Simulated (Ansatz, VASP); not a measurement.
**Two plane-wave programs on AlN**

The input INCAR:

```
SYSTEM = AlN
PREC = Accurate
ENCUT = 520
EDIFF = 1E-6
ISMEAR = 0
SIGMA = 0.05
LREAL = .FALSE.
LASPH = .TRUE.
NELM = 100
ALGO = Normal
ISIF = 2
LWAVE = .FALSE.
LCHARG = .FALSE.
GGA = PE
IBRION = 2
NSW = 50
EDIFFG = -0.01
```

The input KPOINTS:

```
regular mesh
0
G
  9 9 6
  0 0 0
```

Contents of POSCAR:

```
AlN
1.0
    3.0673000000      0.0000000000      0.0000000000
   -1.5336500000      2.6563597210      0.0000000000
    0.0000000000      0.0000000000      4.6156000000
Al N
2 2
Direct
    0.3333333333      0.6666666667      0.0017290859
    0.6666666667      0.3333333333      0.5017290859
    0.3333333333      0.6666666667      0.3832709141
    0.6666666667      0.3333333333      0.8832709141
```

Input for Ansatz:

```yaml
crystal:
  lattice:
    - [3.0673, 0.0, 0.0]
    - [-1.53365, 2.656359721, 0.0]
    - [0.0, 0.0, 4.6156]
  atoms:
    - { symbol: Al, position: [0.3333333333, 0.6666666667, 0.0017290859] }
    - { symbol: Al, position: [0.6666666667, 0.3333333333, 0.5017290859] }
    - { symbol: "N", position: [0.3333333333, 0.6666666667, 0.3832709141] }
    - { symbol: "N", position: [0.6666666667, 0.3333333333, 0.8832709141] }
basis:
  ecutwfc: 520.0
kpoints:
  mp_grid: { grid: [9, 9, 6] }
hamiltonian:
  xc: pbe
  pseudopotentials: { kind: paw, azcp: { folder: soft_1 } }
scf:
  occupations: { method: gaussian, width: 0.05 }
output:
  forces: true
  stress: true
  eigenvalues: true
relax:
  adjacent_minimum: "off"
  f_tol: 0.01
  max_steps: 30
```

Alike in both runs: task relaxation of the atoms; functional PBE; k mesh 9 × 9 × 6; occupations gaussian, width 0.05 eV; no spin polarisation.

|  | VASP | Ansatz |
| --- | --- | --- |
| version | VASP 6.6.1 | Ansatz 0.2.0 |
| potentials or method | VASP PAW PBE potentials, release 64 (Al, N), cutoff 520 eV | scalar-relativistic, plane waves, PAW |
| valence electrons in the cell | 16 | 16 |

```csv
,VASP,Ansatz,Ansatz less VASP
"gap on the k mesh at the Fermi level, each at its own relaxed structure (eV)",4.68,4.66,-0.016
```

Ansatz's warnings: stress scf threshold loose.
